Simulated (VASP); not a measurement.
# Ge (Fmmm) in VASP: relaxation of cell and atoms with PBEsol

Aim: the relaxation of cell and atoms of Ge with PBEsol.

Program: VASP 6.6.1. These are calculated values, not measurements. Logs are shortened: lines on timing, memory, paths and dates and some standing lists are left out, and cuts for length are marked.

### Step 1. The cell of the first run

It takes space group Fmmm (No. 69, orthorhombic). Conventional cell: a = 3.829 Å, b = 4.029 Å, c = 4.795 Å, α = 90.00°, β = 90.00°, γ = 90.00°. Within 4.1 Å of Ge (site symmetry mmm) lie 16 Ge at 2.78 to 4.03 Å.

### Step 2. Relaxation of cell and atoms, PBEsol

The input, INCAR:

```
SYSTEM = Ge
ALGO = Normal
EDIFF = 1E-6
EDIFFG = -0.01
ENCUT = 600
GGA = PS
IBRION = 2
ISIF = 3
ISMEAR = 0
LASPH = .True.
LCHARG = .False.
LREAL = .False.
LWAVE = .False.
NELM = 60
NSW = 100
PREC = Accurate
SIGMA = 0.1
```

The input, KPOINTS:

```
k-points
0
Gamma
  22 22 22
  0 0 0
```

The input, POSCAR:

```
Ge
1.0
    0.0000000000      2.0143935885      2.3976905152
    1.9147044320      0.0000000000      2.3976905152
    1.9147044320      2.0143935885      0.0000000000
Ge
1
Direct
    0.0000000000      0.0000000000      0.0000000000
```

Potentials or basis: VASP PAW PBE potentials, release 64 (Ge_d).

Launch:

```sh
$ cat potpaw_PBE.64/Ge_d/POTCAR > POTCAR
$ mpirun -np 1 vasp_std > vasp.out
```

OUTCAR:

```text
SYSTEM = Ge
   EDIFF = 1E-6
   EDIFFG = -0.01
   ENCUT = 600
   GGA = PS
   IBRION = 2
   ISIF = 3
   ISMEAR = 0
   LASPH = .True.
   LREAL = .False.
   NELM = 60
   NSW = 100
   PREC = Accurate

 ion  position               nearest neighbor table
   1  0.000  0.000  0.000-

  LATTYP: Found a face centered orthorhombic cell.
 ALAT       =     3.8294088640
 B/A-ratio  =     1.0520650367
 C/A-ratio  =     1.2522509872

  Lattice vectors:

 A1 = (   0.0000000000,   2.0143935885,   2.3976905152)
 A2 = (   1.9147044320,   0.0000000000,   2.3976905152)
 A3 = (   1.9147044320,   2.0143935885,   0.0000000000)

Analysis of symmetry for initial positions (statically):
=====================================================================
 Subroutine PRICEL returns:
 Original cell was already a primitive cell.

 Routine SETGRP: Setting up the symmetry group for a
 face centered orthorhombic supercell.

 Subroutine GETGRP returns: Found  8 space group operations
 (whereof  8 operations were pure point group operations)
 out of a pool of  8 trial point group operations.

The static configuration has the point symmetry D_2h.

Analysis of symmetry for dynamics (positions and initial velocities):
=====================================================================
 Subroutine PRICEL returns:
 Original cell was already a primitive cell.

 Routine SETGRP: Setting up the symmetry group for a
 face centered orthorhombic supercell.

 Subroutine GETGRP returns: Found  8 space group operations
 (whereof  8 operations were pure point group operations)
 out of a pool of  8 trial point group operations.

The dynamic configuration has the point symmetry D_2h.

 Subroutine INISYM returns: Found  8 space group operations
 (whereof  8 operations are pure point group operations),
 and found     1 'primitive' translations

----------------------------------------------------------------------------------------

                                     Primitive cell

  volume of cell :      18.4956

  direct lattice vectors                    reciprocal lattice vectors
     0.000000000  2.014393588  2.397690515    -0.261136911  0.248213657  0.208534003
     1.914704432  0.000000000  2.397690515     0.261136911 -0.248213657  0.208534003
     1.914704432  2.014393588  0.000000000     0.261136911  0.248213657 -0.208534003

  length of vectors
     3.131565317  3.068389295  2.779185958     0.416279877  0.416279877  0.416279877

  position of ions in fractional coordinates (direct lattice)
     0.000000000  0.000000000  0.000000000

  ion indices of the primitive-cell ions
   primitive index   ion index
                 1           1

----------------------------------------------------------------------------------------

 KPOINTS: k-points

Automatic generation of k-mesh.
 Grid dimensions read from file:
 generate k-points for:   22   22   22

 Generating k-lattice:

  Cartesian coordinates                     Fractional coordinates (reciprocal lattice)
    -0.011869860  0.011282439  0.009478818     0.045454545  0.000000000  0.000000000
     0.011869860 -0.011282439  0.009478818     0.000000000  0.045454545  0.000000000
     0.011869860  0.011282439 -0.009478818     0.000000000  0.000000000  0.045454545

  Length of vectors
     0.018921813  0.018921813  0.018921813

  Shift w.r.t. Gamma in fractional coordinates (k-lattice)
     0.000000000  0.000000000  0.000000000

 Subroutine IBZKPT returns following result:
 ===========================================

 Found   1530 irreducible k-points:

 Following reciprocal coordinates:
            Coordinates               Weight
  0.000000  0.000000  0.000000      1.000000
  0.045455  0.000000  0.000000      8.000000
  0.090909  0.000000  0.000000      8.000000
  0.136364 -0.000000 -0.000000      8.000000
  0.181818  0.000000  0.000000      8.000000
  0.227273  0.000000  0.000000      8.000000
[... 16 lines left out ...]
  0.500000  0.045455  0.000000      8.000000
 -0.454545  0.045455 -0.000000      8.000000
 [... further k-points ...]
   k-points           NKPTS =   1530   k-points in BZ     NKDIM =   1530   number of bands    NBANDS=     11
   number of dos      NEDOS =    301   number of ions     NIONS =      1
   total plane-waves  NPLWV =  18816
   dimension x,y,z NGX =    28 NGY =   28 NGZ =   24
   dimension x,y,z NGXF=    56 NGYF=   56 NGZF=   48
   ions per type =               1
   NGX,Y,Z   is equivalent  to a cutoff of  14.86, 15.17, 14.36 a.u.
   NGXF,Y,Z  is equivalent  to a cutoff of  29.73, 30.34, 28.71 a.u.
 SYSTEM =  Ge
   PREC   = accura    normal or accurate (medium, high low for compatibility)
   ISTART =      0    job   : 0-new  1-cont  2-samecut
   ICHARG =      2    charge: 1-file 2-atom 10-const
   ISPIN  =      1    spin polarized calculation?
   LNONCOLLINEAR =      F non collinear calculations
   LSORBIT =      F    spin-orbit coupling
   LASPH  =      T    aspherical Exc in radial PAW
   ENCUT  =  600.0 eV  44.10 Ry    6.64 a.u.   6.25  6.13  5.55*2*pi/ulx,y,z
   NELM   =     60;   NELMIN=  2; NELMDL= -5     # of ELM steps
   EDIFF  = 0.1E-05   stopping-criterion for ELM
   LREAL  =      F    real-space projection
   EDIFFG = -.1E-01   stopping-criterion for IOM
   NSW    =    100    number of steps for IOM
   IBRION =      2    ionic relax: 0-MD 1-quasi-New 2-CG
   NFREE  =      1    steps in history (QN), initial steepest desc. (CG)
   ISIF   =      3    stress and relaxation
   ISYM   =      2    0-nonsym 1-usesym 2-fastsym
   POTIM  = 0.5000    time-step for ionic-motion
   TEBEG  =    0.0;   TEEND  =   0.0 temperature during run
   PSTRESS=    0.0 pullay stress
   NELECT =      14.0000    total number of electrons
   NUPDOWN=      -1.0000    fix difference up-down
   EMIN   =  10.00;   EMAX   =-10.00  energy-range for DOS
   EFERMI =   0.00;   METHOD = LEGACY
   ISMEAR =     0;   SIGMA  =   0.10  broadening in eV -4-tet -1-fermi 0-gaus
   EFERMI_NEDOS =   21; number of points for ismear=-14 and -15
   IALGO  =     38    algorithm
   IMIX   =      4    mixing-type and parameters
     AMIX     =   0.40;   BMIX     =  1.00
     AMIX_MAG =   1.60;   BMIX_MAG =  1.00
  volume/ion in A,a.u.               =      18.50       124.81
  Fermi-wavevector in a.u.,A,eV,Ry     =   1.491974  2.819421 30.286364  2.225985
  Thomas-Fermi vector in A             =   2.604561
   LORBIT       =      0    0 simple, 1 ext, 2 COOP (PROOUT), +10 PAW based schemes
   GGA     = PS    functional components
   LHFCALC =     F    Hartree Fock is set to
   AEXX    =    0.0000 exact exchange contribution
   IVDW    =     0    specifies the selected vdW correction
   LEPSILON=     F    determine dielectric tensor
   LRPA    =     F    only Hartree local field effects (RPA)
 conjugate gradient relaxation of ions
 non-spin polarized calculation
 Gauss-broadening in eV      SIGMA  =   0.10
  energy-cutoff  :      600.00
  volume of cell :       18.50
 maximum number of plane-waves:       634
 NGX is ok and might be reduce to    28
   NGX = 13   NGY = 13   NGZ = 11

--------------------------------------- Ionic step        1  -------------------------------------------

 number of electron      13.9999999 magnetization

 Free energy of the ion-electron system (eV)
  ---------------------------------------------------
  ext. energy  EPLUGINS =         0.00000000
  ---------------------------------------------------
  free energy    TOTEN  =        -4.65616606 eV

  energy without entropy =       -4.65391425  energy(sigma->0) =       -4.65504016

------------------------ aborting loop because EDIFF is reached ----------------------------------------

  FORCE on cell =-STRESS in cart. coord.  units (eV):
  Direction    XX          YY          ZZ          XY          YZ          ZX
  --------------------------------------------------------------------------------------
  -------------------------------------------------------------------------------------
  Total        0.0673071      0.0461005     -0.0750404      0.0000000      0.0000000      0.0000000
  in kB        5.8304483      3.9934401     -6.5003457      0.0000000      0.0000000      0.0000000
  external PRESSURE =       1.1078475 kB  Pullay stress =       0.0000000 kB
[... 86 lines left out ...]
  FREE ENERGIE OF THE ION-ELECTRON SYSTEM (eV)
  ---------------------------------------------------
  free  energy   TOTEN  =        -4.6575828987 eV

  energy  without entropy=       -4.6552511957  energy(sigma->0) =       -4.65641705

[... ionic steps 4 to 41 ...]

--------------------------------------- Ionic step       42  -------------------------------------------

 number of electron      13.9999996 magnetization

------------------------ aborting loop because EDIFF is reached ----------------------------------------

  FORCE on cell =-STRESS in cart. coord.  units (eV):
  Direction    XX          YY          ZZ          XY          YZ          ZX
  --------------------------------------------------------------------------------------
  -------------------------------------------------------------------------------------
  Total       -0.0273553     -0.0132136     -0.0279034      0.0000000      0.0000000      0.0000000
  in kB       -2.3667103     -1.1432092     -2.4141321      0.0000000      0.0000000      0.0000000
  external PRESSURE =      -1.9746838 kB  Pullay stress =       0.0000000 kB
[... 55 lines left out ...]
  energy  without entropy=       -4.6604722449  energy(sigma->0) =       -4.66152385

--------------------------------------- Ionic step       44  -------------------------------------------

 number of electron      13.9999997 magnetization

 Free energy of the ion-electron system (eV)
  ---------------------------------------------------
  ext. energy  EPLUGINS =         0.00000000
  ---------------------------------------------------
  free energy    TOTEN  =        -4.66258325 eV

  energy without entropy =       -4.66048058  energy(sigma->0) =       -4.66153191

 E-fermi :   6.9157     XC(G=0): -11.5363

 val. band max:        6.9100286896   @ k =   0.2727   0.5000   0.2273
 cond. band min:       6.9159829552   @ k =  -0.2727   0.3182   0.3182
 fundamental gap:      0.0059542656
 Fermi energy:         6.9157134695

 k-point     1 :       0.0000    0.0000    0.0000
  band No.  band energies     occupation
      1     -17.8023      2.00000
      2     -17.7845      2.00000
      3     -17.7627      2.00000
      4     -17.7483      2.00000
      5     -17.6969      2.00000
      6      -6.4787      2.00000
      7      15.9312      0.00000
      8      16.0843      0.00000
      9      16.2268      0.00000
     10      20.8553      0.00000
     11      21.1572      0.00000
[... 309 lines left out ...]
 k-point    24 :      -0.4545    0.0455   -0.0000
  band No.  band energies     occupation
      1     -17.8026      2.00000
      2     -17.7849      2.00000
      3     -17.7450      2.00000
      4     -17.6899      2.00000
      5     -17.6650      2.00000
      6      -1.1360      2.00000
      7       1.4925      2.00000
      8      12.1075      0.00000
      9      14.5267      0.00000
     10      18.3308      0.00000
     11      18.8530      0.00000

 [... further k-points ...]
[... 5 lines left out ...]
  --------------------------------------------------------------------------------------
  -------------------------------------------------------------------------------------
  Total       -0.0089961     -0.0018089      0.0020351      0.0000000      0.0000000      0.0000000
  in kB       -0.7792899     -0.1566995      0.1762939      0.0000000      0.0000000      0.0000000
  external PRESSURE =      -0.2532318 kB  Pullay stress =       0.0000000 kB
[... 16 lines left out ...]
  FREE ENERGIE OF THE ION-ELECTRON SYSTEM (eV)
  ---------------------------------------------------
  free  energy   TOTEN  =        -4.6625832526 eV

  energy  without entropy=       -4.6604805758  energy(sigma->0) =       -4.66153191

 reached required accuracy - stopping structural energy minimisation
```

Run time: 64 min. Hardware: 1 thread of AMD EPYC 9R45 (Zen 5), shared host; peak memory 0.57 GiB.

What came out:

```yaml
Free_energy: -4.6626 eV
Energy_gained_by_relaxing: 6.4 meV/atom
Ionic_steps: 44
Pressure_after_relaxing: 0.0 GPa
Band_gap_on_the_k_mesh: zero (bands 7 and 8 overlap by 12.02 eV)
```

Stress tensor (GPa, compression positive):
```
-0.08  0.00  0.00
 0.00 -0.02  0.00
 0.00  0.00  0.02
```

The path:
```csv
step,energy change (eV),largest force (eV/Å),pressure (GPa),volume (Å³)
1,0.0000,0.0000,0.11,18.50
3,-0.0014,0.0000,-0.40,18.62
5,-0.0019,0.0000,-0.74,18.75
7,-0.0024,0.0000,-0.33,18.65
9,-0.0026,0.0000,0.01,18.56
11,-0.0027,0.0000,0.04,18.50
13,-0.0028,0.0000,0.19,18.47
15,-0.0029,0.0000,0.10,18.51
17,-0.0030,0.0000,-0.31,18.56
19,-0.0032,0.0000,-0.13,18.55
21,-0.0046,0.0000,-0.21,18.53
23,-0.0060,0.0000,-0.42,18.55
25,-0.0061,0.0000,-0.13,18.52
27,-0.0061,0.0000,-0.02,18.51
29,-0.0062,0.0000,-0.13,18.49
31,-0.0062,0.0000,0.01,18.50
33,-0.0063,0.0000,0.07,18.52
35,-0.0064,0.0000,-0.33,18.53
37,-0.0064,0.0000,-0.24,18.53
39,-0.0064,0.0000,-0.08,18.51
41,-0.0064,0.0000,-0.10,18.52
43,-0.0064,0.0000,-0.21,18.51
44,-0.0064,0.0000,-0.03,18.50
```

Final structure:
```cif
data_structure
_symmetry_space_group_name_H-M 'P 1'
_symmetry_Int_Tables_number 1
_cell_length_a 3.1058
_cell_length_b 2.9442
_cell_length_c 2.8878
_cell_angle_alpha 64.347
_cell_angle_beta 58.706
_cell_angle_gamma 56.947
_cell_volume 18.50
loop_
_atom_site_label
_atom_site_type_symbol
_atom_site_fract_x
_atom_site_fract_y
_atom_site_fract_z
_atom_site_occupancy
Ge1 Ge 0.00000 0.00000 0.00000 1
```

Caveat: the PAW data sets were made with another functional, which shifts forces and pressure a little.
